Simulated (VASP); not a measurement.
# Cu (Fm-3m) in VASP: further runs

The runs below take Cu through single point, with PBE.

Everything below comes from runs of VASP 6.6.1. Logs are shortened: lines on timing, memory, paths and dates and some standing lists are left out, and cuts for length are marked.

## (1) The cell of the first run

Symmetry: Fm-3m, No. 225, cubic system. Conventional cell: a = 3.593 Å, b = 3.593 Å, c = 3.593 Å, α = 90.00°, β = 90.00°, γ = 90.00°. Within 3.4 Å of Cu (site symmetry m-3m) lie 12 Cu at 2.54 Å.

## (2) Single point, PBE (11.60 Å³/atom)

INCAR

```
PREC     = Accurate       # precision mode
ENCUT    = 520            # plane-wave cutoff, eV
EDIFF    = 1E-6           # SCF threshold, eV
ISMEAR   = 0              # smearing method
SIGMA    = 0.1            # smearing width, eV
LREAL    = False          # projectors in reciprocal space
LASPH    = True           # aspherical terms in the spheres
NELM     = 100            # most SCF steps
ALGO     = Normal         # electronic algorithm
ISIF     = 2              # what is computed and relaxed
LWAVE    = False          # write WAVECAR
LCHARG   = False          # write CHGCAR
GGA      = PE             # functional
NBANDS   = 12             # bands
```

KPOINTS

```
regular mesh
0
Gamma
  26 26 26
```

POSCAR

```
Cu
1.0
    0.0000000000      1.7965045503      1.7965045503
    1.7965045503      0.0000000000      1.7965045503
    1.7965045503      1.7965045503      0.0000000000
Cu
1
Direct
    0.0000000000      0.0000000000      0.0000000000
```

Potentials or basis: VASP PAW PBE potentials, release 64 (Cu).

Command:

```sh
$ cat potpaw_PBE.64/Cu/POTCAR > POTCAR
$ mpirun -np 1 vasp_std > vasp.out
```

OUTCAR:

```text
PREC = Accurate
   ENCUT = 520
   EDIFF = 1E-6
   ISMEAR = 0
   LREAL = False
   LASPH = True
   NELM = 100
   ISIF = 2
   GGA = PE

 ion  position               nearest neighbor table
   1  0.000  0.000  0.000-

  LATTYP: Found a face centered cubic cell.
 ALAT       =     3.5930091006

  Lattice vectors:

 A1 = (   0.0000000000,   1.7965045503,   1.7965045503)
 A2 = (   1.7965045503,   0.0000000000,   1.7965045503)
 A3 = (   1.7965045503,   1.7965045503,   0.0000000000)

Analysis of symmetry for initial positions (statically):
=====================================================================
 Subroutine PRICEL returns:
 Original cell was already a primitive cell.

 Routine SETGRP: Setting up the symmetry group for a
 face centered cubic supercell.

 Subroutine GETGRP returns: Found 48 space group operations
 (whereof 48 operations were pure point group operations)
 out of a pool of 48 trial point group operations.

The static configuration has the point symmetry O_h .

Analysis of symmetry for dynamics (positions and initial velocities):
=====================================================================
 Subroutine PRICEL returns:
 Original cell was already a primitive cell.

 Routine SETGRP: Setting up the symmetry group for a
 face centered cubic supercell.

 Subroutine GETGRP returns: Found 48 space group operations
 (whereof 48 operations were pure point group operations)
 out of a pool of 48 trial point group operations.

The dynamic configuration has the point symmetry O_h .

 Subroutine INISYM returns: Found 48 space group operations
 (whereof 48 operations are pure point group operations),
 and found     1 'primitive' translations

----------------------------------------------------------------------------------------

                                     Primitive cell

  volume of cell :      11.5962

  direct lattice vectors                    reciprocal lattice vectors
     0.000000000  1.796504550  1.796504550    -0.278318249  0.278318249  0.278318249
     1.796504550  0.000000000  1.796504550     0.278318249 -0.278318249  0.278318249
     1.796504550  1.796504550  0.000000000     0.278318249  0.278318249 -0.278318249

  length of vectors
     2.540641100  2.540641100  2.540641100     0.482061347  0.482061347  0.482061347

  position of ions in fractional coordinates (direct lattice)
     0.000000000  0.000000000  0.000000000

  ion indices of the primitive-cell ions
   primitive index   ion index
                 1           1

----------------------------------------------------------------------------------------

 KPOINTS: regular mesh

Automatic generation of k-mesh.
 Grid dimensions read from file:
 generate k-points for:   26   26   26

 Generating k-lattice:

  Cartesian coordinates                     Fractional coordinates (reciprocal lattice)
    -0.010704548  0.010704548  0.010704548     0.038461538  0.000000000  0.000000000
     0.010704548 -0.010704548  0.010704548     0.000000000  0.038461538  0.000000000
     0.010704548  0.010704548 -0.010704548     0.000000000  0.000000000  0.038461538

  Length of vectors
     0.018540821  0.018540821  0.018540821

  Shift w.r.t. Gamma in fractional coordinates (k-lattice)
     0.000000000  0.000000000  0.000000000

 Subroutine IBZKPT returns following result:
 ===========================================

 Found    511 irreducible k-points:

 Following reciprocal coordinates:
            Coordinates               Weight
  0.000000  0.000000  0.000000      1.000000
  0.038462  0.000000  0.000000      8.000000
  0.076923  0.000000  0.000000      8.000000
  0.115385  0.000000  0.000000      8.000000
  0.153846  0.000000  0.000000      8.000000
  0.192308  0.000000  0.000000      8.000000
[... 16 lines left out ...]
  0.346154  0.038462  0.000000     24.000000
  0.384615  0.038462  0.000000     24.000000
 [... further k-points ...]
   k-points           NKPTS =    511   k-points in BZ     NKDIM =    511   number of bands    NBANDS=     12
   number of dos      NEDOS =    301   number of ions     NIONS =      1
   total plane-waves  NPLWV =   8000
   dimension x,y,z NGX =    20 NGY =   20 NGZ =   20
   dimension x,y,z NGXF=    40 NGYF=   40 NGZF=   40
   ions per type =               1
   NGX,Y,Z   is equivalent  to a cutoff of  13.09, 13.09, 13.09 a.u.
   NGXF,Y,Z  is equivalent  to a cutoff of  26.17, 26.17, 26.17 a.u.
 SYSTEM =  unknown system
   PREC   = accura    normal or accurate (medium, high low for compatibility)
   ISTART =      0    job   : 0-new  1-cont  2-samecut
   ICHARG =      2    charge: 1-file 2-atom 10-const
   ISPIN  =      1    spin polarized calculation?
   LNONCOLLINEAR =      F non collinear calculations
   LSORBIT =      F    spin-orbit coupling
   LASPH  =      T    aspherical Exc in radial PAW
   ENCUT  =  520.0 eV  38.22 Ry    6.18 a.u.   4.72  4.72  4.72*2*pi/ulx,y,z
   NELM   =    100;   NELMIN=  2; NELMDL= -5     # of ELM steps
   EDIFF  = 0.1E-05   stopping-criterion for ELM
   LREAL  =      F    real-space projection
   EDIFFG = 0.1E-04   stopping-criterion for IOM
   NSW    =      0    number of steps for IOM
   IBRION =     -1    ionic relax: 0-MD 1-quasi-New 2-CG
   NFREE  =      0    steps in history (QN), initial steepest desc. (CG)
   ISIF   =      2    stress and relaxation
   ISYM   =      2    0-nonsym 1-usesym 2-fastsym
   POTIM  = 0.5000    time-step for ionic-motion
   TEBEG  =    0.0;   TEEND  =   0.0 temperature during run
   PSTRESS=    0.0 pullay stress
   NELECT =      11.0000    total number of electrons
   NUPDOWN=      -1.0000    fix difference up-down
   EMIN   =  10.00;   EMAX   =-10.00  energy-range for DOS
   EFERMI =   0.00;   METHOD = LEGACY
   ISMEAR =     0;   SIGMA  =   0.10  broadening in eV -4-tet -1-fermi 0-gaus
   EFERMI_NEDOS =   21; number of points for ismear=-14 and -15
   IALGO  =     38    algorithm
   IMIX   =      4    mixing-type and parameters
     AMIX     =   0.40;   BMIX     =  1.00
     AMIX_MAG =   1.60;   BMIX_MAG =  1.00
  volume/ion in A,a.u.               =      11.60        78.25
  Fermi-wavevector in a.u.,A,eV,Ry     =   1.608548  3.039715 35.204085  2.587427
  Thomas-Fermi vector in A             =   2.704400
   LORBIT       =      0    0 simple, 1 ext, 2 COOP (PROOUT), +10 PAW based schemes
   GGA     = PE    functional components
   LHFCALC =     F    Hartree Fock is set to
   AEXX    =    0.0000 exact exchange contribution
   IVDW    =     0    specifies the selected vdW correction
   LEPSILON=     F    determine dielectric tensor
   LRPA    =     F    only Hartree local field effects (RPA)
 non-spin polarized calculation
 Gauss-broadening in eV      SIGMA  =   0.10
  energy-cutoff  :      520.00
  volume of cell :       11.60
 maximum number of plane-waves:       331
   NGX =  9   NGY =  9   NGZ =  9

 number of electron      11.0000008 magnetization

 Free energy of the ion-electron system (eV)
  ---------------------------------------------------
  ext. energy  EPLUGINS =         0.00000000
  ---------------------------------------------------
  free energy    TOTEN  =        -3.72270802 eV

  energy without entropy =       -3.72134597  energy(sigma->0) =       -3.72202699

 E-fermi :   7.8330     XC(G=0): -12.8323

 val. band max:        7.8259333714   @ k =   0.4615   0.3846   0.0385
 cond. band min:       7.8389156902   @ k =   0.5000   0.1154   0.0000
 fundamental gap:      0.0129823188
 Fermi energy:         7.8330408460

 k-point     1 :       0.0000    0.0000    0.0000
  band No.  band energies     occupation
      1      -1.6769      2.00000
      2       4.7312      2.00000
      3       4.7312      2.00000
      4       4.7312      2.00000
      5       5.5770      2.00000
      6       5.5770      2.00000
      7      30.5553      0.00000
      8      33.3426      0.00000
      9      33.3426      0.00000
     10      33.3426      0.00000
     11      35.8505      0.00000
     12      35.8505      0.00000

 k-point     2 :       0.0385    0.0000    0.0000
  band No.  band energies     occupation
      1      -1.6222      2.00000
      2       4.7192      2.00000
      3       4.7419      2.00000
      4       4.7419      2.00000
      5       5.5726      2.00000
      6       5.5726      2.00000
      7      30.3060      0.00000
      8      32.4225      0.00000
      9      33.1492      0.00000
     10      33.1492      0.00000
     11      36.1209      0.00000
     12      36.1209      0.00000

 k-point     3 :       0.0769    0.0000    0.0000
  band No.  band energies     occupation
      1      -1.4588      2.00000
      2       4.6849      2.00000
      3       4.7721      2.00000
      4       4.7721      2.00000
      5       5.5613      2.00000
      6       5.5613      2.00000
      7      29.1681      0.00000
      8      31.5630      0.00000
      9      32.7248      0.00000
     10      32.7248      0.00000
     11      36.7667      0.00000
     12      36.7667      0.00000
[... 286 lines left out ...]
 k-point    23 :       0.3462    0.0385    0.0000
  band No.  band energies     occupation
      1       1.7632      2.00000
      2       4.6765      2.00000
      3       4.7972      2.00000
      4       4.8340      2.00000
      5       5.8835      2.00000
      6       5.9432      2.00000
      7      16.5817      0.00000
      8      29.2910      0.00000
      9      29.3263      0.00000
     10      31.4128      0.00000
     11      34.1649      0.00000
     12      35.8784      0.00000

 k-point    24 :       0.3846    0.0385    0.0000
  band No.  band energies     occupation
      1       2.1966      2.00000
      2       4.7508      2.00000
      3       4.7924      2.00000
      4       5.0167      2.00000
      5       6.0345      2.00000
      6       6.0473      2.00000
      7      14.9745      0.00000
      8      29.1076      0.00000
      9      29.2454      0.00000
     10      30.8626      0.00000
     11      33.9047      0.00000
     12      35.1772      0.00000

 [... further k-points ...]

------------------------ aborting loop because EDIFF is reached ----------------------------------------

  FORCE on cell =-STRESS in cart. coord.  units (eV):
  Direction    XX          YY          ZZ          XY          YZ          ZX
  --------------------------------------------------------------------------------------
  -------------------------------------------------------------------------------------
  Total        0.3769166      0.3769166      0.3769166      0.0000000     -0.0000000      0.0000000
  in kB       52.0763853     52.0763853     52.0763853      0.0000000     -0.0000000      0.0000000
  external PRESSURE =      52.0763853 kB  Pullay stress =       0.0000000 kB

 VOLUME and BASIS-vectors are now :
 -----------------------------------------------------------------------------
  energy-cutoff  :      520.00
  volume of cell :       11.60
      direct lattice vectors                 reciprocal lattice vectors
     0.000000000  1.796504550  1.796504550    -0.278318249  0.278318249  0.278318249
     1.796504550  0.000000000  1.796504550     0.278318249 -0.278318249  0.278318249
     1.796504550  1.796504550  0.000000000     0.278318249  0.278318249 -0.278318249

 POSITION                                       TOTAL-FORCE (eV/Angst)
 -----------------------------------------------------------------------------------
      0.00000      0.00000      0.00000         0.000000     -0.000000      0.000000
 -----------------------------------------------------------------------------------
    total drift:                                0.000000      0.000000      0.000000

  FREE ENERGIE OF THE ION-ELECTRON SYSTEM (eV)
  ---------------------------------------------------
  free  energy   TOTEN  =        -3.7227080164 eV

  energy  without entropy=       -3.7213459663  energy(sigma->0) =       -3.72202699
```

Wall time 24 s (1 thread of Intel Xeon 6975P-C (Granite Rapids), shared host); peak memory 0.18 GiB.

What came out:

```yaml
Free_energy: -3.7227 eV
Pressure: 5.2 GPa
Band_gap_on_the_k_mesh: zero (an odd number of electrons rules out a gap without spin polarisation)
```

Caveat: the cell stands under pressure.

## (3) Single point, PBE

This run uses another cell than the first one, of 11.95 Å³/atom.

INCAR

```
SYSTEM = Cu
ALGO = Normal
EDIFF = 1E-6
ENCUT = 520
GGA = PE
ISIF = 2
ISMEAR = 0
LASPH = .True.
LCHARG = .True.
LELF = .True.
LREAL = .False.
LVHAR = .True.
LWAVE = .False.
NBANDS = 12
NELM = 80
PREC = Accurate
SIGMA = 0.1
```

KPOINTS

```
k-points
0
Gamma
  26 26 26
  0 0 0
```

POSCAR

```
Cu
1.0
    0.0000000000      1.8148374956      1.8148374956
    1.8148374956      0.0000000000      1.8148374956
    1.8148374956      1.8148374956      0.0000000000
Cu
1
Direct
    0.0000000000      0.0000000000      0.0000000000
```

Potentials or basis: VASP PAW PBE potentials, release 64 (Cu).

Command:

```sh
$ cat potpaw_PBE.64/Cu/POTCAR > POTCAR
$ mpirun -np 1 vasp_std > vasp.out
```

Run time: 24 s. Hardware: 1 thread of Intel Xeon 6975P-C (Granite Rapids), shared host; peak memory 0.18 GiB.

It converged, with:

| Quantity | Value |
| --- | --- |
| Free energy | -3.7292 eV |
| Pressure | 0.6 GPa |
| Band gap on the k mesh | zero (an odd number of electrons rules out a gap without spin polarisation) |

Levels at points of the mesh, in eV from the Fermi level:
```
           k point  band 4  band 5  band 6  band 7  band 8  band 9
(0.00, 0.00, 0.00)   -3.01   -2.20   -2.20   22.48   25.03   25.03
(0.50, 0.00, 0.00)   -1.65   -1.65   -0.99    3.68   20.97   21.86
(0.50, 0.50, 0.00)   -1.50   -1.50    1.49    7.01   12.97   12.97
```
